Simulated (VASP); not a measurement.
# Ga: single point with revPBE

Ga:

```
Ga
1.0
     0.00000    2.16461    2.16461
     2.16461    0.00000    2.16461
     2.16461    2.16461    0.00000
Ga
1
Direct
  0.00000 0.00000 0.00000
```

This cell differs from its parent crystal: volume scaled by 1.04.

* Program: VASP 6.6.1
* Task: single point
* Functional: revPBE
* Potentials or basis: VASP PAW PBE potentials, release 64 (Ga_d)
* Cutoff: 520 eV
* k mesh: 14 × 14 × 14
* Occupations: fermi-dirac, width 0.1 eV
* Spin: no spin polarisation

```json
{
 "Pressure": "-1.7 GPa"
}
```

Levels at points of the mesh, in eV from the Fermi level:
| k point | band 3 | band 4 | band 5 | band 6 | band 7 | band 8 | band 9 | band 10 |
| --- | --- | --- | --- | --- | --- | --- | --- | --- |
| (0.00, 0.00, 0.00) | -14.91 | -14.81 | -14.81 | -10.54 | 11.45 | 11.45 | 11.45 | 15.36 |
| (0.50, 0.00, 0.00) | -14.90 | -14.72 | -14.72 | -4.91 | -3.67 | 9.26 | 9.26 | 13.93 |
| (0.50, 0.50, 0.00) | -14.73 | -14.70 | -14.70 | -2.48 | -2.34 | 4.69 | 4.69 | 8.01 |

Run time: 23 s on 1 thread of AMD EPYC 7R13 Processor (Zen 3), on a shared host, peak memory 0.12 GiB.

Caveat: the PAW data sets were made with another functional, which shifts forces and pressure a little.
